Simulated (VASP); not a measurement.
Wanted: the native input for a VASP 6.6.1 run.

- Task: single point
- Functional: PBEsol
- Dispersion: D3(BJ)
- Potentials or basis: VASP PAW PBE potentials, release 64 (In_d)
- Cutoff: 520 eV
- k mesh: 9 × 9 × 9
- Occupations: fermi-dirac, width 0.05 eV
- Spin: no spin polarisation
- Dipole correction: no
- Further INCAR settings: ALGO = Fast; EDIFF = 1e-07; NBANDS = 26

The structure of In lies in POSCAR:

```
In
1.0
    1.6472485705      0.9510394056      7.8118241424
   -1.6472485705      0.9510394056      7.8118241424
    0.0000000000     -1.9020788112      7.8118241424
In
3
Direct
    0.2218579922      0.2218579922      0.2218579922
    0.7781420078      0.7781420078      0.7781420078
    0.0000000000      0.0000000000      0.0000000000
```

One way to write it, as run:

INCAR

```
SYSTEM = In
PREC = Accurate ; ENCUT = 520
EDIFF = 1E-7 ; ISMEAR = -1
SIGMA = 0.05 ; LREAL = .FALSE.
LASPH = .TRUE. ; NELM = 100
ALGO = Fast ; ISIF = 2
LWAVE = .FALSE. ; LCHARG = .FALSE.
GGA = PS ; IVDW = 12
NBANDS = 26
```

KPOINTS

```
Automatic mesh
0
G
  9 9 9
  0 0 0
```

Potentials or basis: VASP PAW PBE potentials, release 64 (In_d).

Command:

```bash
$ cat potpaw_PBE.64/In_d/POTCAR > POTCAR
$ mpirun -np 1 vasp_std > vasp.out
```

It gave:

| Property | Result |
| --- | --- |
| Pressure | -0.3 GPa |
| Band gap on the k mesh | zero (an odd number of electrons rules out a gap without spin polarisation) |
| Dispersion energy per atom | -0.384 eV |

Caveat: three body term missing; the PAW data sets were made with another functional, which shifts forces and pressure a little; spin-orbit coupling is left out, which moves the levels of the heavy elements.

It took 29 min on 1 thread of Intel(R) Xeon(R) Platinum 8259CL CPU @ 2.50GHz (Skylake/Cascade Lake) (shared host), peak memory 0.48 GiB.
